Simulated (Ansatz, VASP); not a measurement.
**BaTe in VASP and in Ansatz**

Contents of INCAR:

```
SYSTEM = BaTe
PREC     = Accurate       ! precision mode
ENCUT    = 520            ! plane-wave cutoff, eV
EDIFF    = 1E-8           ! SCF threshold, eV
ISMEAR   = -1             ! smearing method
SIGMA    = 0.05           ! smearing width, eV
LREAL    = .False.        ! projectors in reciprocal space
LASPH    = .True.         ! aspherical terms in the spheres
NELM     = 60             ! most SCF steps
ALGO     = Normal         ! electronic algorithm
ISIF     = 2              ! what is computed and relaxed
LWAVE    = .False.        ! write WAVECAR
LCHARG   = .False.        ! write CHGCAR
GGA      = PS             ! functional
LEFG     = .True.       
NBANDS   = 15             ! bands
```

The input KPOINTS:

```
regular mesh
0
Gamma
  10 10 10
  0 0 0
```

File POSCAR:

```
BaTe
1.0
    0.0000000000      3.4100000000      3.3418000000
    3.4100000000      0.0000000000      3.3418000000
    3.4100000000      3.4100000000      0.0000000000
Ba Te
1 1
Direct
    0.0000000000      0.0000000000      0.0000000000
    0.5000000000      0.5000000000      0.5000000000
```

Input for Ansatz:

```yaml
crystal:
  lattice:
    - [0.0, 3.41, 3.3418]
    - [3.41, 0.0, 3.3418]
    - [3.41, 3.41, 0.0]
  atoms:
    - { symbol: Ba, position: [0.0, 0.0, 0.0] }
    - { symbol: Te, position: [0.5, 0.5, 0.5] }
kpoints:
  mp_grid: { grid: [10, 10, 10] }
scf:
  occupations: { method: fermi_dirac, width: 0.05 }
hamiltonian:
  xc: pbesol
  pseudopotentials: { kind: paw }
output:
  forces: true
  stress: true
  eigenvalues: true
  efg: { contact_densities: true }
  write_density: true
  write_potential: true
  elf: true
  volumetric_format: npy
```

Change from the starting cell: zz strain of -2 %, PAW files.

Alike in both runs: task electric field gradients; functional PBEsol; k mesh 10 × 10 × 10; occupations fermi-dirac, width 0.05 eV; no spin polarisation.

|  | VASP | Ansatz |
| --- | --- | --- |
| version | VASP 6.6.1 | Ansatz 0.2.0 |
| potentials or method | VASP PAW PBE potentials, release 64 (Ba_sv, Te) | PAW with Ansatz's default frozen-core files, scalar-relativistic |
| plane-wave cutoff (eV) | 520 | 420 |
| valence electrons in the cell | 16 | 26 |

Ansatz gave:

```
pressure (GPa)                                                : 2.8
traceless stress, the component that is largest in VASP (GPa) : 1.37
size of Vzz on the site where it differs most (V/Å²)          : 24.1
```

Problem. Which values does VASP return?

Solution. Pressure (GPa): 3.3; traceless stress, the component that is largest in VASP (GPa): 1.45; size of Vzz on the site where it differs most (V/Å²): 25.5.

VASP's potentials were made for PBE, not for PBEsol. VASP's potentials hold 16 valence electrons a cell and Ansatz's 26, so a difference there can come from the potentials and not from the codes.

Neither program's run includes spin-orbit coupling.
